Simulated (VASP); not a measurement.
Wanted: the native input for a VASP 6.6.1 run.

```yaml
Task: single point
Functional: PBE
Potentials_or_basis: VASP PAW PBE potentials, release 64 (Li_sv)
Cutoff: 520 eV
k_mesh: 15 × 15 × 15
Occupations: fermi-dirac, width 0.08 eV
Spin: no spin polarisation
Dipole_correction: no
Further_INCAR_settings: ALGO = Normal; EDIFF = 1e-06; NBANDS = 8
```

The structure of Li lies in POSCAR:

```
Li
1.0
   -1.7615897417      1.7615897417      1.7615897417
    1.7615897417     -1.7615897417      1.7615897417
    1.7615897417      1.7615897417     -1.7615897417
Li
1
Direct
    0.0000000000      0.0000000000      0.0000000000
```

This cell differs from its parent crystal: volume scaled by 1.02.

The input as run:

INCAR

```
SYSTEM = Li
  PREC = Accurate
  ENCUT = 520
  EDIFF = 1E-6
  ISMEAR = -1
  SIGMA = 0.08
  LREAL = .FALSE.
  LASPH = .TRUE.
  NELM = 80
  ALGO = Normal
  ISIF = 2
  LWAVE = .FALSE.
  LCHARG = .FALSE.
  GGA = PE
  NBANDS = 8
```

KPOINTS

```
regular mesh
0
G
  15 15 15
  0 0 0
```

Potentials or basis: VASP PAW PBE potentials, release 64 (Li_sv).

Command:

```sh
$ cat potpaw_PBE.64/Li_sv/POTCAR > POTCAR
$ mpirun -np 1 vasp_std > vasp.out
```

It used 7.1 s of CPU time on 1 thread of Intel Xeon 6975P-C, on a shared host.
